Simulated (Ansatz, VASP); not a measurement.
C: VASP beside Ansatz

```xyz
24
Lattice="5.0303 0.0000 0.0000 0.0000 5.0303 0.0000 0.0000 0.0000 19.0462" Properties=species:S:1:pos:R:3 pbc="T T T"
C    -0.5628    0.0013    7.4272
C    -0.5629    2.5159    7.4276
C     3.0755    5.0310    7.4260
C     3.0755    2.5164    7.4265
C     2.5968    1.2584    8.1293
C     2.5965    3.7738    8.1287
C    -0.0832    1.2584    8.1282
C    -0.0835    3.7738    8.1284
C     1.2569    3.7748    9.0201
C     1.2581    1.2597    9.0204
C     3.7724    3.7746    9.1276
C     3.7718    1.2597    9.1278
C     3.7723    5.0325    9.9202
C     3.7725    2.5175    9.9204
C     1.2570    5.0321   10.0278
C     1.2567    2.5172   10.0280
C     2.5967    2.5186   10.9189
C     2.5969    0.0037   10.9187
C    -0.0833    2.5187   10.9201
C    -0.0833    0.0037   10.9200
C    -0.5630    3.7766   11.6209
C    -0.5629    1.2614   11.6212
C     3.0754    3.7765   11.6213
C     3.0754    1.2615   11.6217
```

Alike in both runs: functional PBE; dispersion D3(BJ); k mesh 4 × 4 × 1; occupations gaussian, width 0.03 eV; no spin polarisation.

Ansatz relaxed the structure, and its values are those at the end. VASP's run is a single point on that final structure, the one shown.

```csv
,VASP,Ansatz
version,VASP 6.6.1,Ansatz 0.2.0
potentials or method,"VASP PAW PBE potentials, release 64 (C), cutoff 520 eV","scalar-relativistic, plane waves, PAW"
valence electrons in the cell,96,96
```

```csv
,VASP,Ansatz,Ansatz less VASP
gap on the k mesh at the Fermi level (eV),0.68,0.68,0.000
least direct gap on the mesh (eV),0.77,0.77,0.000
rms of the force components (eV/Å),0.032,0.019,-0.0130
```

Ansatz's warnings: displaced walk ended near start symmetry, relaxation start displaced.
